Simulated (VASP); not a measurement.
Write the native input for VASP 6.6.1 that does the following.

| Item | Value |
| --- | --- |
| Task | single point |
| Functional | PBEsol |
| Potentials or basis | VASP PAW PBE potentials, release 64 (Fe, Cu) |
| Cutoff | 520 eV |
| k mesh | 12 × 12 × 7 |
| Occupations | gaussian, width 0.1 eV |
| Spin | collinear spin, ferromagnetic start |
| Starting moments | [3.5, 0.0] μB |
| Dipole correction | no |
| Further INCAR settings | ALGO = Normal; EDIFF = 1e-06; NBANDS = 20 |

The structure of FeCu lies in POSCAR:

```
FeCu
1.0
    1.4382720000     -1.9879340000      0.0000000000
    1.4382720000      1.9879340000      0.0000000000
    0.0000000000      0.0000000000      4.1381350000
Fe Cu
1 1
Direct
    0.0000000000      0.0000000000      0.0000000000
    0.5000000000      0.5000000000      0.5000000000
```

One way to write it, as run:

INCAR

```
SYSTEM = FeCu
ALGO = Normal
EDIFF = 1E-6
ENCUT = 520
GGA = PS
ISIF = 2
ISMEAR = 0
ISPIN = 2
LASPH = .True.
LCHARG = .True.
LELF = .True.
LMAXMIX = 4
LORBIT = 11
LREAL = .False.
LVHAR = .True.
LWAVE = .False.
MAGMOM = 3.5 0
NBANDS = 20
NELM = 150
PREC = Accurate
SIGMA = 0.1
```

KPOINTS

```
k-points
0
Gamma
  12 12 7
  0 0 0
```

Potentials or basis: VASP PAW PBE potentials, release 64 (Fe, Cu).

Command:

```sh
$ cat potpaw_PBE.64/Fe/POTCAR potpaw_PBE.64/Cu/POTCAR > POTCAR
$ mpirun -np 1 vasp_std > vasp.out
```

It gave:

```yaml
Pressure: -6.6 GPa
Net_moment: 2.61 μB per cell
Site_moments: Fe +2.55; Cu +0.07 μB
Valence_electrons_inside_the_program's_atomic_spheres: Fe 7.13; Cu 10.05
```

Caveat: the cell stands under tension; the PAW data sets were made with another functional, which shifts forces and pressure a little.

Run time: 100 s on 1 thread of Intel(R) Xeon(R) Platinum 8259CL CPU @ 2.50GHz (Skylake/Cascade Lake), with other jobs on the host, peak memory 0.24 GiB.
